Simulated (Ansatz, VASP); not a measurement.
This is a calculation of Ni for VASP 6.6.1.

INCAR

```
SYSTEM = Ni
PREC = Accurate ; ENCUT = 580
EDIFF = 1E-7 ; ISMEAR = -1
SIGMA = 0.05 ; LREAL = .False.
LASPH = .True. ; NELM = 100
ALGO = Fast ; ISIF = 3
LWAVE = .False. ; LCHARG = .False.
ISPIN = 2 ; MAGMOM = 1
LORBIT = 11 ; LMAXMIX = 4
GGA = PE ; IBRION = 2
NSW = 40 ; EDIFFG = -0.01
```

File KPOINTS:

```
regular mesh
0
Gamma
  13 13 13
  0 0 0
```

File POSCAR:

```
Ni
1.0
    0.0000000000      1.7375729330      1.7375729330
    1.7375729330      0.0000000000      1.7375729330
    1.7375729330      1.7375729330      0.0000000000
Ni
1
Direct
    0.0000000000      0.0000000000      0.0000000000
```

Potentials or basis: VASP PAW PBE potentials, release 54 (Ni).

Command:

```bash
$ cat potpaw_PBE.54/Ni/POTCAR > POTCAR
$ mpirun -np 1 vasp_std > vasp.out
```

Translate it to Ansatz 0.2.0. Potentials there: Ansatz PAW.

As run (the cutoff follows the program's own potentials):

File input.yaml:

```yaml
crystal:
  lattice:
    - [0.0, 1.737572933, 1.737572933]
    - [1.737572933, 0.0, 1.737572933]
    - [1.737572933, 1.737572933, 0.0]
  atoms:
    - { symbol: Ni, position: [0.0, 0.0, 0.0], spin: 1.0 }
hamiltonian:
  xc: pbe
  pseudopotentials: { kind: paw }
magnetization:
  spin_polarized: true
kpoints:
  mp_grid: { grid: [13, 13, 13] }
scf:
  occupations: { method: fermi_dirac, width: 0.05 }
output:
  forces: true
  stress: true
relax:
  f_tol: 0.01
  max_steps: 40
  cell: { stress_tol: 0.05 }
```

Potentials or basis: Ansatz PAW.

The run is started by

```sh
$ ansatz run input.yaml --threads 2 --pin off --max-ram 5632MiB --backend cpu --events-out ev --progress --plain --runs-dir out
```

Both were run:

|  | VASP | Ansatz | Ansatz less VASP |
| --- | --- | --- | --- |
| net moment per atom (μB) | 0.63 | 0.63 | +0.007 |
| size of the moment on the site where the two differ most (μB) | 0.64 | 0.67 | +0.033 |
| relaxed volume (Å³/atom) | 10.88 | 10.89 | +0.004 |
| relaxed cell length with the largest relative difference (Å) | 2.487 | 2.488 | +0.0003 |

Site moments also hang on the region over which each program counts them. VASP's potentials hold 10 valence electrons a cell and Ansatz's 18, so a difference there can come from the potentials and not from the codes.

Noted on Ansatz's run: the plane-wave basis is chosen anew once the cell has moved, so the energies of steps on either side of that aren't comparable.
